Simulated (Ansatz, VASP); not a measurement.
# Au in VASP and in Ansatz

```
Au
1.0
     0.00000    3.04199    3.04199
     3.04199    0.00000    3.04199
     3.04199    3.04199    0.00000
Au
2
Direct
  0.50000 0.50000 0.50000
  0.75000 0.75000 0.75000
```

Alike in both runs: functional r2SCAN; k mesh 6 × 6 × 6; occupations gaussian, width 0.1 eV; no spin polarisation.

Ansatz relaxed the structure, and its values are those at the end. VASP's run is a single point on that final structure, the one shown.

|  | VASP | Ansatz |
| --- | --- | --- |
| version | VASP 6.6.1 | Ansatz 0.2.0 |
| potentials or method | VASP PAW PBE potentials, release 64 (Au), cutoff 520 eV | scalar-relativistic, plane waves, PAW |
| valence electrons in the cell | 22 | 38 |

|  | VASP | Ansatz | Ansatz less VASP |
| --- | --- | --- | --- |
| gap on the k mesh at the Fermi level (eV) | none | none | - |
| pressure (GPa) | 0.1 | 0.0 | -0.10 |

VASP's potentials were made for PBE, not for r2SCAN. A gap of «none» marks a metal or a gap that the smearing closes. VASP's potentials hold 22 valence electrons a cell and Ansatz's 38, so a difference there can come from the potentials and not from the codes.

Spin-orbit coupling is off throughout.
